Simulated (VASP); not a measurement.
# Ga (I4/mmm) in VASP: notebook

Ga is run at these levels: PBEsol; tasks: single point.

Everything below comes from runs of VASP 6.6.1. Logs are shortened: lines on timing, memory, paths and dates and some standing lists are left out, and cuts for length are marked.

### 1 The cell of the first run

It takes space group I4/mmm (No. 139, tetragonal). Conventional cell: a = 2.696 Å, b = 2.696 Å, c = 4.291 Å, α = 90.00°, β = 90.00°, γ = 90.00°. Ga (site symmetry 4/mmm) has 12 Ga at 2.70 to 2.87 Å within 3.6 Å.

### 2 Single point, PBEsol (volume scaled by 0.88, then relaxed in part)

INCAR reads:

```
SYSTEM = Ga
PREC = Accurate
ENCUT = 520
EDIFF = 1E-6
ISMEAR = 0
SIGMA = 0.1
LREAL = .False.
LASPH = .True.
NELM = 100
ALGO = Fast
ISIF = 2
LWAVE = .False.
LCHARG = .False.
GGA = PS
NBANDS = 12
```

KPOINTS reads:

```
Automatic mesh
0
Gamma
  20 20 20
  0 0 0
```

POSCAR reads:

```
Ga
1.0
   -1.3481551622      1.3481551622      2.1454895910
    1.3481551622     -1.3481551622      2.1454895910
    1.3481551622      1.3481551622     -2.1454895910
Ga
1
Direct
    0.0000000000      0.0000000000      0.0000000000
```

Potentials or basis: VASP PAW PBE potentials, release 64 (Ga_d).

Run with:

```sh
> cat potpaw_PBE.64/Ga_d/POTCAR > POTCAR
> mpirun -np 1 vasp_std > vasp.out
```

OUTCAR:

```text
SYSTEM = Ga
   PREC = Accurate
   ENCUT = 520
   EDIFF = 1E-6
   ISMEAR = 0
   LREAL = .False.
   LASPH = .True.
   NELM = 100
   ISIF = 2
   GGA = PS

 ion  position               nearest neighbor table
   1  0.000  0.000  0.000-

  LATTYP: Found a body centered tetragonal cell.
 ALAT       =     2.6963103244
 C/A-ratio  =     1.5914263070

  Lattice vectors:

 A1 = (  -1.3481551622,   1.3481551622,   2.1454895910)
 A2 = (   1.3481551622,  -1.3481551622,   2.1454895910)
 A3 = (   1.3481551622,   1.3481551622,  -2.1454895910)

Analysis of symmetry for initial positions (statically):
=====================================================================
 Subroutine PRICEL returns:
 Original cell was already a primitive cell.

 Routine SETGRP: Setting up the symmetry group for a
 body centered tetragonal supercell.

 Subroutine GETGRP returns: Found 16 space group operations
 (whereof 16 operations were pure point group operations)
 out of a pool of 16 trial point group operations.

The static configuration has the point symmetry D_4h.

Analysis of symmetry for dynamics (positions and initial velocities):
=====================================================================
 Subroutine PRICEL returns:
 Original cell was already a primitive cell.

 Routine SETGRP: Setting up the symmetry group for a
 body centered tetragonal supercell.

 Subroutine GETGRP returns: Found 16 space group operations
 (whereof 16 operations were pure point group operations)
 out of a pool of 16 trial point group operations.

The dynamic configuration has the point symmetry D_4h.

 Subroutine INISYM returns: Found 16 space group operations
 (whereof 16 operations are pure point group operations),
 and found     1 'primitive' translations

----------------------------------------------------------------------------------------

                                     Primitive cell

  volume of cell :      15.5979

  direct lattice vectors                    reciprocal lattice vectors
    -1.348155162  1.348155162  2.145489591     0.000000000  0.370877191  0.233047041
     1.348155162 -1.348155162  2.145489591     0.370877191  0.000000000  0.233047041
     1.348155162  1.348155162 -2.145489591     0.370877191  0.370877191  0.000000000

  length of vectors
     2.870221292  2.870221292  2.870221292     0.438019194  0.438019194  0.524499554

  position of ions in fractional coordinates (direct lattice)
     0.000000000  0.000000000  0.000000000

  ion indices of the primitive-cell ions
   primitive index   ion index
                 1           1

----------------------------------------------------------------------------------------

 KPOINTS: Automatic mesh

Automatic generation of k-mesh.
 Grid dimensions read from file:
 generate k-points for:   20   20   20

 Generating k-lattice:

  Cartesian coordinates                     Fractional coordinates (reciprocal lattice)
     0.000000000  0.018543860  0.011652352     0.050000000  0.000000000  0.000000000
     0.018543860  0.000000000  0.011652352     0.000000000  0.050000000  0.000000000
     0.018543860  0.018543860  0.000000000     0.000000000  0.000000000  0.050000000

  Length of vectors
     0.021900960  0.021900960  0.026224978

  Shift w.r.t. Gamma in fractional coordinates (k-lattice)
     0.000000000  0.000000000  0.000000000

 Subroutine IBZKPT returns following result:
 ===========================================

 Found    641 irreducible k-points:

 Following reciprocal coordinates:
            Coordinates               Weight
  0.000000  0.000000  0.000000      1.000000
  0.050000 -0.000000  0.000000      8.000000
  0.100000 -0.000000  0.000000      8.000000
  0.150000 -0.000000  0.000000      8.000000
  0.200000 -0.000000  0.000000      8.000000
  0.250000 -0.000000  0.000000      8.000000
[... 16 lines left out ...]
 -0.400000  0.050000 -0.000000     16.000000
 -0.350000  0.050000  0.000000     16.000000
 [... further k-points ...]
   k-points           NKPTS =    641   k-points in BZ     NKDIM =    641   number of bands    NBANDS=     12
   number of dos      NEDOS =    301   number of ions     NIONS =      1
   total plane-waves  NPLWV =  13824
   dimension x,y,z NGX =    24 NGY =   24 NGZ =   24
   dimension x,y,z NGXF=    48 NGYF=   48 NGZF=   48
   ions per type =               1
   NGX,Y,Z   is equivalent  to a cutoff of  13.90, 13.90, 13.90 a.u.
   NGXF,Y,Z  is equivalent  to a cutoff of  27.80, 27.80, 27.80 a.u.
 SYSTEM =  Ga
   PREC   = accura    normal or accurate (medium, high low for compatibility)
   ISTART =      0    job   : 0-new  1-cont  2-samecut
   ICHARG =      2    charge: 1-file 2-atom 10-const
   ISPIN  =      1    spin polarized calculation?
   LNONCOLLINEAR =      F non collinear calculations
   LSORBIT =      F    spin-orbit coupling
   LASPH  =      T    aspherical Exc in radial PAW
   ENCUT  =  520.0 eV  38.22 Ry    6.18 a.u.   5.34  5.34  5.34*2*pi/ulx,y,z
   NELM   =    100;   NELMIN=  2; NELMDL= -5     # of ELM steps
   EDIFF  = 0.1E-05   stopping-criterion for ELM
   LREAL  =      F    real-space projection
   EDIFFG = 0.1E-04   stopping-criterion for IOM
   NSW    =      0    number of steps for IOM
   IBRION =     -1    ionic relax: 0-MD 1-quasi-New 2-CG
   NFREE  =      0    steps in history (QN), initial steepest desc. (CG)
   ISIF   =      2    stress and relaxation
   ISYM   =      2    0-nonsym 1-usesym 2-fastsym
   POTIM  = 0.5000    time-step for ionic-motion
   TEBEG  =    0.0;   TEEND  =   0.0 temperature during run
   PSTRESS=    0.0 pullay stress
   NELECT =      13.0000    total number of electrons
   NUPDOWN=      -1.0000    fix difference up-down
   EMIN   =  10.00;   EMAX   =-10.00  energy-range for DOS
   EFERMI =   0.00;   METHOD = LEGACY
   ISMEAR =     0;   SIGMA  =   0.10  broadening in eV -4-tet -1-fermi 0-gaus
   EFERMI_NEDOS =   21; number of points for ismear=-14 and -15
   IALGO  =     68    algorithm
   IMIX   =      4    mixing-type and parameters
     AMIX     =   0.40;   BMIX     =  1.00
     AMIX_MAG =   1.60;   BMIX_MAG =  1.00
  volume/ion in A,a.u.               =      15.60       105.26
  Fermi-wavevector in a.u.,A,eV,Ry     =   1.540638  2.911383 32.294312  2.373565
  Thomas-Fermi vector in A             =   2.646697
   LORBIT       =      0    0 simple, 1 ext, 2 COOP (PROOUT), +10 PAW based schemes
   GGA     = PS    functional components
   LHFCALC =     F    Hartree Fock is set to
   AEXX    =    0.0000 exact exchange contribution
   IVDW    =     0    specifies the selected vdW correction
   LEPSILON=     F    determine dielectric tensor
   LRPA    =     F    only Hartree local field effects (RPA)
 non-spin polarized calculation
 RMM-DIIS sequential band-by-band and
 Gauss-broadening in eV      SIGMA  =   0.10
  energy-cutoff  :      520.00
  volume of cell :       15.60
 maximum number of plane-waves:       431
 NGX is ok and might be reduce to    24
   NGX = 11   NGY = 11   NGZ = 11

 number of electron      12.9999995 magnetization

 Free energy of the ion-electron system (eV)
  ---------------------------------------------------
  ext. energy  EPLUGINS =         0.00000000
  ---------------------------------------------------
  free energy    TOTEN  =        -3.27338784 eV

  energy without entropy =       -3.27145930  energy(sigma->0) =       -3.27242357

 E-fermi :   7.4008     XC(G=0): -12.1405

 val. band max:        7.3991590071   @ k =  -0.4500   0.4500   0.2000
 cond. band min:       7.4065583796   @ k =   0.3500   0.3000   0.1500
 fundamental gap:      0.0073993725
 Fermi energy:         7.4008237838

 k-point     1 :       0.0000    0.0000    0.0000
  band No.  band energies     occupation
      1      -7.8600      2.00000
      2      -7.6789      2.00000
      3      -7.6789      2.00000
      4      -7.6469      2.00000
      5      -7.4617      2.00000
      6      -5.3044      2.00000
      7      21.7796      0.00000
      8      21.7796      0.00000
      9      21.9289      0.00000
     10      24.4571      0.00000
     11      25.0319      0.00000
     12      25.6313      0.00000

 k-point     2 :       0.0500   -0.0000    0.0000
  band No.  band energies     occupation
      1      -7.8550      2.00000
      2      -7.6809      2.00000
      3      -7.6748      2.00000
      4      -7.6455      2.00000
      5      -7.4644      2.00000
      6      -5.2303      2.00000
      7      20.6830      0.00000
      8      21.5739      0.00000
      9      21.6634      0.00000
     10      23.8478      0.00000
     11      25.5103      0.00000
     12      25.8771      0.00000

 k-point     3 :       0.1000   -0.0000    0.0000
  band No.  band energies     occupation
      1      -7.8426      2.00000
      2      -7.6894      2.00000
      3      -7.6631      2.00000
      4      -7.6380      2.00000
      5      -7.4716      2.00000
      6      -5.0065      2.00000
      7      18.4808      0.00000
      8      20.8594      0.00000
      9      21.3906      0.00000
     10      23.5833      0.00000
     11      25.3876      0.00000
     12      26.5455      0.00000

 k-point     4 :       0.1500   -0.0000    0.0000
  band No.  band energies     occupation
      1      -7.8296      2.00000
      2      -7.7067      2.00000
      3      -7.6470      2.00000
      4      -7.6184      2.00000
      5      -7.4808      2.00000
      6      -4.6296      2.00000
      7      16.1251      0.00000
      8      20.0584      0.00000
      9      21.0838      0.00000
     10      23.4291      0.00000
     11      24.5148      0.00000
     12      27.4573      0.00000

 k-point     5 :       0.2000   -0.0000    0.0000
  band No.  band energies     occupation
      1      -7.8239      2.00000
      2      -7.7310      2.00000
      3      -7.6318      2.00000
      4      -7.5841      2.00000
      5      -7.4870      2.00000
      6      -4.0970      2.00000
      7      13.8115      0.00000
      8      19.2890      0.00000
      9      20.8184      0.00000
     10      23.2034      0.00000
     11      23.7973      0.00000
     12      28.4078      0.00000
[... 228 lines left out ...]
      1      -7.9048      2.00000
      2      -7.8060      2.00000
      3      -7.6647      2.00000
      4      -7.4238      2.00000
      5      -7.3612      2.00000
      6       1.9706      2.00000
      7       2.8372      2.00000
      8      16.6129      0.00000
      9      19.8111      0.00000
     10      21.4764      0.00000
     11      22.5668      0.00000
     12      26.2968      0.00000

 k-point    22 :      -0.4500    0.0500    0.0000
  band No.  band energies     occupation
      1      -7.8967      2.00000
      2      -7.8016      2.00000
      3      -7.6608      2.00000
      4      -7.4350      2.00000
      5      -7.3713      2.00000
      6       0.5723      2.00000
      7       4.4567      2.00000
      8      16.6339      0.00000
      9      20.0186      0.00000
     10      21.5959      0.00000
     11      22.6848      0.00000
     12      26.4605      0.00000

 k-point    23 :      -0.4000    0.0500   -0.0000
  band No.  band energies     occupation
      1      -7.8789      2.00000
      2      -7.7939      2.00000
      3      -7.6517      2.00000
      4      -7.4548      2.00000
      5      -7.3974      2.00000
      6      -0.6841      2.00000
      7       6.2166      2.00000
      8      16.7933      0.00000
      9      20.1390      0.00000
     10      21.8665      0.00000
     11      23.0685      0.00000
     12      26.2790      0.00000

 k-point    24 :      -0.3500    0.0500    0.0000
  band No.  band energies     occupation
      1      -7.8543      2.00000
      2      -7.7833      2.00000
      3      -7.6397      2.00000
      4      -7.4811      2.00000
      5      -7.4348      2.00000
      6      -1.7918      2.00000
      7       8.1092      0.00000
      8      17.0878      0.00000
      9      20.2095      0.00000
     10      22.2941      0.00000
     11      23.6282      0.00000
     12      26.1886      0.00000

 [... further k-points ...]

------------------------ aborting loop because EDIFF is reached ----------------------------------------

  FORCE on cell =-STRESS in cart. coord.  units (eV):
  Direction    XX          YY          ZZ          XY          YZ          ZX
  --------------------------------------------------------------------------------------
  -------------------------------------------------------------------------------------
  Total        1.0296384      1.0296384      1.0197223      0.0000000      0.0000000      0.0000000
  in kB      105.7618810    105.7618810    104.7433246      0.0000000      0.0000000      0.0000000
  external PRESSURE =     105.4223622 kB  Pullay stress =       0.0000000 kB

 VOLUME and BASIS-vectors are now :
 -----------------------------------------------------------------------------
  energy-cutoff  :      520.00
  volume of cell :       15.60
      direct lattice vectors                 reciprocal lattice vectors
    -1.348155162  1.348155162  2.145489591     0.000000000  0.370877191  0.233047041
     1.348155162 -1.348155162  2.145489591     0.370877191  0.000000000  0.233047041
     1.348155162  1.348155162 -2.145489591     0.370877191  0.370877191  0.000000000

 POSITION                                       TOTAL-FORCE (eV/Angst)
 -----------------------------------------------------------------------------------
      0.00000      0.00000      0.00000        -0.000000      0.000000      0.000000
 -----------------------------------------------------------------------------------
    total drift:                               -0.000000      0.000000      0.000000

  FREE ENERGIE OF THE ION-ELECTRON SYSTEM (eV)
  ---------------------------------------------------
  free  energy   TOTEN  =        -3.2733878417 eV

  energy  without entropy=       -3.2714593042  energy(sigma->0) =       -3.27242357
```

Wall time 39 s (1 thread of Intel Xeon 6975P-C (Granite Rapids), shared host); peak memory 0.23 GiB.

Results:

```
Free energy : -3.2734 eV
Pressure    : 10.5 GPa
```

Stress tensor (GPa, compression positive):
```
10.58  0.00  0.00
 0.00 10.58  0.00
 0.00  0.00 10.47
```

Caveat: the PAW data sets were made with another functional, which shifts forces and pressure a little.

(Continued in part 2 of 2.)
